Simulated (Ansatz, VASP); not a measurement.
# KSiRu in VASP and in Ansatz

```
K Si Ru
1.0
     4.55221    0.00000    0.00000
     0.00000    4.55221    0.00000
     0.00000    0.00000   28.68315
K Si Ru
1 1 1
Cartesian
  0.0000 0.0000 8.3913
  2.2761 2.2761 9.7067
  2.2761 2.2761 7.6120
```

Alike in both runs: task single point; functional PBE; k mesh 10 × 10 × 1; occupations gaussian, width 0.1 eV; no spin polarisation.

|  | VASP | Ansatz |
| --- | --- | --- |
| version | VASP 6.6.1 | Ansatz 0.2.0 |
| potentials or method | VASP PAW PBE potentials, release 64 (K_sv, Si, Ru_pv), cutoff 520 eV | scalar-relativistic, plane waves, PAW |
| valence electrons in the cell | 27 | 29 |

|  | VASP | Ansatz | Ansatz less VASP |
| --- | --- | --- | --- |
| gap on the k mesh at the Fermi level (eV) | none | none | - |
| rms of the force components (eV/Å) | 0.042 | 0.000 | -0.0411 |

Atom by atom the forces differ by 0.041 eV/Å (rms over components). A gap of «none» marks a metal or a gap that the smearing closes. VASP's potentials hold 27 valence electrons a cell and Ansatz's 29, so a difference there can come from the potentials and not from the codes. Ansatz's warnings: xc potential rough in thin density.
